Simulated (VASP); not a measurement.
Write the native input for VASP 6.6.1 that does the following.

| Item | Value |
| --- | --- |
| Task | single point |
| Functional | PBEsol |
| Potentials or basis | VASP PAW PBE potentials, release 64 (Rb_sv, Ti_sv) |
| Cutoff | 520 eV |
| k mesh | 10 × 10 × 10 |
| Occupations | fermi-dirac, width 0.03 eV |
| Spin | no spin polarisation |
| Dipole correction | no |
| Further INCAR settings | ALGO = Normal; EDIFF = 1e-06; NBANDS = 18 |

The structure of RbTi (CsCl type) lies in POSCAR:

```
RbTi
1.0
    4.0591001343      0.0000000000      0.0000000000
    0.0000000000      4.0591001343      0.0000000000
    0.0000000000      0.0000000000      4.0591001343
Rb Ti
1 1
Direct
    0.0000000000      0.0000000000      0.0000000000
    0.5000000000      0.5000000000      0.5000000000
```

These files were run (other wordings do the same):

INCAR

```
SYSTEM = RbTi
PREC = Accurate ; ENCUT = 520
EDIFF = 1E-6 ; ISMEAR = -1
SIGMA = 0.03 ; LREAL = .FALSE.
LASPH = .TRUE. ; NELM = 100
ALGO = Normal ; ISIF = 2
LWAVE = .FALSE. ; LCHARG = .FALSE.
GGA = PS ; NBANDS = 18
```

KPOINTS

```
regular mesh
0
G
  10 10 10
  0 0 0
```

Potentials or basis: VASP PAW PBE potentials, release 64 (Rb_sv, Ti_sv).

Launch:

```sh
$ cat potpaw_PBE.64/Rb_sv/POTCAR potpaw_PBE.64/Ti_sv/POTCAR > POTCAR
$ mpirun -np 1 vasp_std > vasp.out
```

It gave:

- Pressure: -0.4 GPa
- Band gap on the k mesh: zero (an odd number of electrons rules out a gap without spin polarisation)

Caveat: the PAW data sets were made with another functional, which shifts forces and pressure a little.

Wall time 26 s on 1 thread of Intel(R) Xeon(R) Platinum 8559C (Emerald Rapids) (shared host), peak memory 0.21 GiB.
